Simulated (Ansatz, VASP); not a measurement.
## Al in VASP and in Ansatz

INCAR

```
PREC     = Accurate       # precision mode
ENCUT    = 520            # plane-wave cutoff, eV
EDIFF    = 1E-6           # SCF threshold, eV
ISMEAR   = 0              # smearing method
SIGMA    = 0.15           # smearing width, eV
LREAL    = F              # projectors in reciprocal space
LASPH    = T              # aspherical terms in the spheres
NELM     = 80             # most SCF steps
ALGO     = Fast           # electronic algorithm
ISIF     = 2              # what is computed and relaxed
LWAVE    = F              # write WAVECAR
LCHARG   = T              # write CHGCAR
GGA      = PE             # functional
LELF     = T              # ELF
LVHAR    = T            
NBANDS   = 14             # bands
```

File KPOINTS:

```
Automatic mesh
0
Gamma
  16 16 5
```

The input POSCAR:

```
Al
1.0
   -1.6174623135      1.6174623135     -1.6174623135
   -1.6174623135     -1.6174623135      1.6174623135
   -1.4557160822      6.3081030228      6.6315954855
Al
4
Direct
   -0.3500000000     -0.4375000000      0.8750000000
    0.4500000000      0.4375000000      0.1250000000
   -0.1500000000     -0.1875000000      0.3750000000
    0.2500000000      0.1875000000      0.6250000000
```

Input for Ansatz:

```yaml
crystal:
  lattice:
    - [-1.6174623135, 1.6174623135, -1.6174623135]
    - [-1.6174623135, -1.6174623135, 1.6174623135]
    - [-1.4557160822, 6.3081030228, 6.6315954855]
  atoms:
    - { symbol: Al, position: [-0.35, -0.4375, 0.875] }
    - { symbol: Al, position: [0.45, 0.4375, 0.125] }
    - { symbol: Al, position: [-0.15, -0.1875, 0.375] }
    - { symbol: Al, position: [0.25, 0.1875, 0.625] }
basis:
  ecutwfc: 420
kpoints:
  mp_grid: { grid: [16, 16, 5] }
hamiltonian:
  xc: pbe
  pseudopotentials: { kind: paw, azcp: { folder: soft_1 } }
scf:
  occupations: { method: gaussian, width: 0.15 }
output:
  forces: true
  stress: true
  eigenvalues: true
```

Alike in both runs: task single point; functional PBE; k mesh 16 × 16 × 5; occupations gaussian, width 0.15 eV; no spin polarisation.

|  | VASP | Ansatz |
| --- | --- | --- |
| version | VASP 6.6.1 | Ansatz 0.2.0 |
| potentials or method | VASP PAW PBE potentials, release 64 (Al), cutoff 520 eV | scalar-relativistic, plane waves, PAW |
| valence electrons in the cell | 12 | 12 |

|  | VASP | Ansatz | Ansatz less VASP |
| --- | --- | --- | --- |
| gap on the k mesh at the Fermi level (eV) | none | none | - |
| pressure (GPa) | 4.2 | 4.2 | -0.01 |
| traceless stress, the component that is largest in VASP (GPa) | 5.34 | 5.34 | -0.001 |
| rms of the force components (eV/Å) | 1.011 | 1.010 | -0.0009 |

Atom by atom the forces differ by 0.001 eV/Å (rms over components). A gap of «none» marks a metal or a gap that the smearing closes. The functional is the same, so the differences come from potentials, cutoffs and numerics.
